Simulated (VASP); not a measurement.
# FeSi (P2_13) in VASP: vibrations by perturbation theory with PBE

Aim: the vibrations by perturbation theory of FeSi with PBE.

Everything below comes from runs of VASP 6.6.1. Logs are shortened: lines on timing, memory, paths and dates and some standing lists are left out, and cuts for length are marked.

## 1. The cell of the first run

Symmetry: P2_13, No. 198, cubic system. Conventional cell: a = 4.448 Å, b = 4.448 Å, c = 4.448 Å, α = 90.00°, β = 90.00°, γ = 90.00°. Within 3.0 Å of Fe (site symmetry 3) lie 7 Si at 2.27 to 2.50 Å and 6 Fe at 2.73 Å. Within 3.0 Å of Si (site symmetry 3) lie 7 Fe at 2.27 to 2.50 Å and 6 Si at 2.76 Å.

## 2. Vibrations by perturbation theory, PBE

Input file INCAR:

```
  ALGO = Normal
  EDIFF = 1E-8
  ENCUT = 520
  GGA = PE
  IBRION = 8
  ISIF = 2
  ISMEAR = 0
  KPAR = 4
  LASPH = True
  LCHARG = False
  LREAL = False
  LWAVE = False
  NELM = 80
  NSW = 1
  PREC = Accurate
  SIGMA = 0.01
```

Input file KPOINTS:

```
k-points
0
Gamma
  8 8 8
```

Input file POSCAR:

```
FeSi
1.0
    4.4476157828      0.0000000000      0.0000000000
    0.0000000000      4.4476157828      0.0000000000
    0.0000000000      0.0000000000      4.4476157828
Fe Si
4 4
Direct
    0.1361163172      0.1361163172      0.1361163172
    0.3638836828      0.8638836828      0.6361163172
    0.6361163172      0.3638836828      0.8638836828
    0.8638836828      0.6361163172      0.3638836828
    0.8408470709      0.8408470709      0.8408470709
    0.6591529291      0.1591529291      0.3408470709
    0.3408470709      0.6591529291      0.1591529291
    0.1591529291      0.3408470709      0.6591529291
```

Potentials or basis: VASP PAW PBE potentials, release 64 (Fe, Si).

Launch:

```console
$ cat potpaw_PBE.64/Fe/POTCAR potpaw_PBE.64/Si/POTCAR > POTCAR
$ mpirun -np 4 vasp_std > vasp.out
```

OUTCAR:

```text
EDIFF = 1E-8
   ENCUT = 520
   GGA = PE
   IBRION = 8
   ISIF = 2
   ISMEAR = 0
   LASPH = True
   LREAL = False
   NELM = 80
   NSW = 1
   PREC = Accurate

 ion  position               nearest neighbor table
   1  0.136  0.136  0.136-   5 2.27   6 2.31   7 2.31   8 2.31   7 2.50   8 2.50   6 2.50   3 2.73
                             4 2.73   2 2.73   2 2.73   4 2.73   3 2.73
   2  0.364  0.864  0.636-   6 2.27   5 2.31   7 2.31   8 2.31   7 2.50   8 2.50   5 2.50   1 2.73
                             1 2.73   3 2.73   3 2.73   4 2.73   4 2.73
   3  0.636  0.364  0.864-   7 2.27   6 2.31   5 2.31   8 2.31   8 2.50   6 2.50   5 2.50   1 2.73
                             4 2.73   2 2.73   2 2.73   4 2.73   1 2.73
   4  0.864  0.636  0.364-   8 2.27   6 2.31   7 2.31   5 2.31   6 2.50   5 2.50   7 2.50   1 2.73
                             3 2.73   2 2.73   1 2.73   2 2.73   3 2.73
   5  0.841  0.841  0.841-   1 2.27   2 2.31   3 2.31   4 2.31   3 2.50   4 2.50   2 2.50   7 2.76
                             7 2.76   8 2.76   6 2.76   8 2.76   6 2.76
   6  0.659  0.159  0.341-   2 2.27   1 2.31   3 2.31   4 2.31   3 2.50   4 2.50   1 2.50   8 2.76
                             8 2.76   7 2.76   7 2.76   5 2.76   5 2.76
   7  0.341  0.659  0.159-   3 2.27   2 2.31   1 2.31   4 2.31   4 2.50   2 2.50   1 2.50   5 2.76
                             5 2.76   8 2.76   8 2.76   6 2.76   6 2.76
   8  0.159  0.341  0.659-   4 2.27   2 2.31   3 2.31   1 2.31   2 2.50   1 2.50   3 2.50   6 2.76
                             6 2.76   7 2.76   5 2.76   7 2.76   5 2.76

  LATTYP: Found a simple cubic cell.
 ALAT       =     4.4476157828

  Lattice vectors:

 A1 = (   4.4476157828,   0.0000000000,   0.0000000000)
 A2 = (   0.0000000000,   4.4476157828,   0.0000000000)
 A3 = (   0.0000000000,   0.0000000000,   4.4476157828)

Analysis of symmetry for initial positions (statically):
=====================================================================
 Subroutine PRICEL returns:
 Original cell was already a primitive cell.

 Routine SETGRP: Setting up the symmetry group for a
 simple cubic supercell.

 Subroutine GETGRP returns: Found 12 space group operations
 (whereof  3 operations were pure point group operations)
[... 1017 lines left out ...]
  --------------------------------------------------------------------------------
  x     3.73798     0.39754    -0.89219     1.25386     2.36063     0.50244
  y     0.89219    -3.73798    -0.39754     0.50244    -1.25386     2.36063
  z     0.39754    -0.89219     3.73798     2.36063    -0.50244    -1.25386

 SECOND DERIVATIVES (NOT SYMMETRIZED)
 ------------------------------------
               1X          1Y          1Z          2X          2Y          2Z          3X          3Y          3Z          4X          4Y          4Z          5X          5Y          5Z          6X          6Y          6Z          7X          7Y          7Z          8X          8Y          8Z
  1X   -15.655710   -0.097439   -0.091290    1.830675    0.088276    0.673137    3.741777   -0.671824   -0.574944    0.540622    0.566313    0.080087    2.147277    1.792748    2.041664    5.306430   -0.123945   -1.604850    1.358659   -1.592869    0.119107    0.730270    0.038740   -0.642912
  1Y    -0.091290  -15.655710   -0.097439    0.080087    0.540622    0.566313    0.673137    1.830675    0.088276   -0.574944    3.741777   -0.671824    2.041664    2.147277    1.792748   -0.642912    0.730270    0.038740   -1.604850    5.306430   -0.123945    0.119107    1.358659   -1.592869
  1Z    -0.097439   -0.091290  -15.655710   -0.671824   -0.574944    3.741777    0.566313    0.080087    0.540622    0.088276    0.673137    1.830675    1.792748    2.041664    2.147277   -1.592869    0.119107    1.358659    0.038740   -0.642912    0.730270   -0.123945   -1.604850    5.306430
  2X     1.830675    0.088276   -0.673137  -15.655710   -0.097439    0.091290    0.540622    0.566313   -0.080087    3.741777   -0.671824    0.574944    5.306430   -0.123945    1.604850    2.147277    1.792748   -2.041664    0.730270    0.038740    0.642912    1.358659   -1.592869   -0.119107
  2Y     0.080087    0.540622   -0.566313   -0.091290  -15.655710    0.097439   -0.574944    3.741777    0.671824    0.673137    1.830675   -0.088276   -0.642912    0.730270   -0.038740    2.041664    2.147277   -1.792748    0.119107    1.358659    1.592869   -1.604850    5.306430    0.123945
  2Z     0.671824    0.574944    3.741777    0.097439    0.091290  -15.655710   -0.088276   -0.673137    1.830675   -0.566313   -0.080087    0.540622    1.592869   -0.119107    1.358659   -1.792748   -2.041664    2.147277    0.123945    1.604850    5.306430   -0.038740    0.642912    0.730270
  3X     3.741777    0.671824    0.574944    0.540622   -0.566313   -0.080087  -15.655710    0.097439    0.091290    1.830675   -0.088276   -0.673137    1.358659    1.592869   -0.119107    0.730270   -0.038740    0.642912    2.147277   -1.792748   -2.041664    5.306430    0.123945    1.604850
  3Y    -0.673137    1.830675    0.088276    0.574944    3.741777   -0.671824    0.091290  -15.655710   -0.097439   -0.080087    0.540622    0.566313    1.604850    5.306430   -0.123945   -0.119107    1.358659   -1.592869   -2.041664    2.147277    1.792748    0.642912    0.730270    0.038740
  3Z    -0.566313    0.080087    0.540622   -0.088276    0.673137    1.830675    0.097439   -0.091290  -15.655710    0.671824   -0.574944    3.741777   -0.038740   -0.642912    0.730270    0.123945   -1.604850    5.306430   -1.792748    2.041664    2.147277    1.592869    0.119107    1.358659
  4X     0.540622   -0.566313    0.080087    3.741777    0.671824   -0.574944    1.830675   -0.088276    0.673137  -15.655710    0.097439   -0.091290    0.730270   -0.038740   -0.642912    1.358659    1.592869    0.119107    5.306430    0.123945   -1.604850    2.147277   -1.792748    2.041664
  4Y     0.574944    3.741777    0.671824   -0.673137    1.830675   -0.088276   -0.080087    0.540622   -0.566313    0.091290  -15.655710    0.097439   -0.119107    1.358659    1.592869    1.604850    5.306430    0.123945    0.642912    0.730270   -0.038740   -2.041664    2.147277   -1.792748
  4Z     0.088276   -0.673137    1.830675    0.566313   -0.080087    0.540622   -0.671824    0.574944    3.741777   -0.097439    0.091290  -15.655710   -0.123945    1.604850    5.306430    0.038740    0.642912    0.730270   -1.592869   -0.119107    1.358659    1.792748   -2.041664    2.147277
  5X     2.151060    2.043839    1.792731    5.299588   -0.644240    1.589717    1.354230    1.604884   -0.036909    0.722300   -0.124928   -0.126475  -12.449436   -2.839187   -2.838086   -0.078483   -0.209218   -0.083002    1.993781    0.080052   -0.082133    1.006961    0.088800   -0.215843
  5Y     1.792731    2.151060    2.043839   -0.126475    0.722300   -0.124928    1.589717    5.299588   -0.644240   -0.036909    1.354230    1.604884   -2.838086  -12.449436   -2.839187   -0.215843    1.006961    0.088800   -0.083002   -0.078483   -0.209218   -0.082133    1.993781    0.080052
  5Z     2.043839    1.792731    2.151060    1.604884   -0.036909    1.354230   -0.124928   -0.126475    0.722300   -0.644240    1.589717    5.299588   -2.839187   -2.838086  -12.449436    0.080052   -0.082133    1.993781    0.088800   -0.215843    1.006961   -0.209218   -0.083002   -0.078483
  6X     5.299588   -0.644240   -1.589717    2.151060    2.043839   -1.792731    0.722300   -0.124928    0.126475    1.354230    1.604884    0.036909   -0.078483   -0.209218    0.083002  -12.449436   -2.839187    2.838086    1.006961    0.088800    0.215843    1.993781    0.080052    0.082133
  6Y    -0.126475    0.722300    0.124928    1.792731    2.151060   -2.043839   -0.036909    1.354230   -1.604884    1.589717    5.299588    0.644240   -0.215843    1.006961   -0.088800   -2.838086  -12.449436    2.839187   -0.082133    1.993781   -0.080052   -0.083002   -0.078483    0.209218
  6Z    -1.604884    0.036909    1.354230   -2.043839   -1.792731    2.151060    0.644240   -1.589717    5.299588    0.124928    0.126475    0.722300   -0.080052    0.082133    1.993781    2.839187    2.838086  -12.449436    0.209218    0.083002   -0.078483   -0.088800    0.215843    1.006961
  7X     1.354230   -1.604884    0.036909    0.722300    0.124928    0.126475    2.151060   -2.043839   -1.792731    5.299588    0.644240   -1.589717    1.993781   -0.080052    0.082133    1.006961   -0.088800    0.215843  -12.449436    2.839187    2.838086   -0.078483    0.209218    0.083002
  7Y    -1.589717    5.299588   -0.644240    0.036909    1.354230    1.604884   -1.792731    2.151060    2.043839    0.126475    0.722300   -0.124928    0.083002   -0.078483   -0.209218    0.082133    1.993781    0.080052    2.838086  -12.449436   -2.839187    0.215843    1.006961    0.088800
  7Z     0.124928   -0.126475    0.722300    0.644240    1.589717    5.299588   -2.043839    1.792731    2.151060   -1.604884   -0.036909    1.354230   -0.088800   -0.215843    1.006961    0.209218   -0.083002   -0.078483    2.839187   -2.838086  -12.449436   -0.080052   -0.082133    1.993781
  8X     0.722300    0.124928   -0.126475    1.354230   -1.604884   -0.036909    5.299588    0.644240    1.589717    2.151060   -2.043839    1.792731    1.006961   -0.088800   -0.215843    1.993781   -0.080052   -0.082133   -0.078483    0.209218   -0.083002  -12.449436    2.839187   -2.838086
  8Y     0.036909    1.354230   -1.604884   -1.589717    5.299588    0.644240    0.126475    0.722300    0.124928   -1.792731    2.151060   -2.043839    0.082133    1.993781   -0.080052    0.083002   -0.078483    0.209218    0.215843    1.006961   -0.088800    2.838086  -12.449436    2.839187
  8Z    -0.644240   -1.589717    5.299588   -0.124928    0.126475    0.722300    1.604884    0.036909    1.354230    2.043839   -1.792731    2.151060   -0.209218    0.083002   -0.078483    0.088800    0.215843    1.006961    0.080052    0.082133    1.993781   -2.839187    2.838086  -12.449436

 Eigenvectors and eigenvalues of the dynamical matrix
 ----------------------------------------------------

   1 f  =   14.012590 THz    88.043699 2PiTHz  467.409687 cm-1    57.951389 meV
             X         Y         Z           dx          dy          dz
      0.605393  0.605393  0.605393     0.127543   -0.141240    0.031844
      1.618415  3.842223  2.829201     0.073277    0.033833   -0.210337
      2.829201  1.618415  3.842223     0.108300   -0.069540   -0.199481
      3.842223  2.829201  1.618415     0.162565    0.105534    0.020988
      3.739765  3.739765  3.739765     0.026165    0.001557   -0.083988
      2.931659  0.707851  1.515957    -0.285596   -0.363164    0.335552
      1.515957  2.931659  0.707851    -0.358556    0.413488    0.397918
      0.707851  1.515957  2.931659    -0.046795    0.048766   -0.146354
[... 243 lines left out ...]
  24 f/i=    0.005569 THz     0.034994 2PiTHz    0.185777 cm-1     0.023033 meV
             X         Y         Z           dx          dy          dz
      0.605393  0.605393  0.605393     0.053598    0.006320    0.404165
      1.618415  3.842223  2.829201     0.053281    0.006334    0.404162
      2.829201  1.618415  3.842223     0.053281    0.006278    0.404167
      3.842223  2.829201  1.618415     0.053598    0.006292    0.404160
      3.739765  3.739765  3.739765     0.037910    0.004388    0.286864
      2.931659  0.707851  1.515957     0.037949    0.004558    0.286887
      1.515957  2.931659  0.707851     0.037952    0.004393    0.286887
      0.707851  1.515957  2.931659     0.037913    0.004563    0.286865

--------------------------------------------------------------------------------------------------------

 ELASTIC MODULI CONTR FROM IONIC RELAXATION (kBar)
 Direction    XX          YY          ZZ          XY          YZ          ZX
 --------------------------------------------------------------------------------
 XX        -286.1814    -51.1588    -51.1588      0.0000     -0.0000      0.0000
 YY         -51.1588   -286.1814    -51.1588      0.0000     -0.0000     -0.0000
 ZZ         -51.1588    -51.1588   -286.1814     -0.0000      0.0000      0.0000
 XY           0.0000      0.0000     -0.0000    -73.4890     -0.0000     -0.0000
 YZ          -0.0000      0.0000      0.0000     -0.0000    -73.4890     -0.0000
 ZX           0.0000     -0.0000      0.0000     -0.0000     -0.0000    -73.4890
 --------------------------------------------------------------------------------
```

It took 15 min on 4 MPI ranks of AMD EPYC 9755, shared host; peak memory 1.2 GiB.

What came out:

```yaml
Highest_phonon_frequency_at_Γ: 467 cm⁻¹
```

Phonon frequencies in cm⁻¹ (negative: imaginary):
| q point | frequencies |
| --- | --- |
| (0.000, 0.000, 0.000) | 0 0 0 208 208 230 230 230 240 298 298 298 340 340 340 341 341 362 362 362 403 467 467 467 |

Caveat: the run has no spin polarisation, though such a crystal can be magnetic. Spin polarisation is off, so any magnetic state and its effect on volume and gap are missing.
